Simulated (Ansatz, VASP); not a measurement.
**Two plane-wave programs on InSb**

```
CELL_PARAMETERS angstrom
0.00000 3.31661 3.31661
3.31661 0.00000 3.31661
3.31661 3.31661 0.00000
ATOMIC_POSITIONS crystal
In 0.00000 0.00000 0.00000
Sb 0.25000 0.25000 0.25000
```

Alike in both runs: task relaxation of cell and atoms; functional PBEsol; k mesh 12 × 12 × 12; occupations gaussian, width 0.1 eV; no spin polarisation.

|  | VASP | Ansatz |
| --- | --- | --- |
| version | VASP 6.6.1 | Ansatz 0.2.0 |
| potentials or method | VASP PAW PBE potentials, release 64 (In_d, Sb), cutoff 600 eV | scalar-relativistic, plane waves, PAW |
| valence electrons in the cell | 18 | 28 |

```tsv
	VASP	Ansatz	Ansatz less VASP
gap on the k mesh at the Fermi level, each at its own relaxed structure (eV)	none	none	-
relaxed volume (Å³/atom)	34.66	34.63	-0.029
relaxed cell length with the largest relative difference (Å)	4.611	4.610	-0.0013
```

VASP's potentials were made for PBE, not for PBEsol. A gap of «none» marks a metal or a gap that the smearing closes. VASP's potentials hold 18 valence electrons a cell and Ansatz's 28, so a difference there can come from the potentials and not from the codes.

Spin-orbit coupling is off throughout.
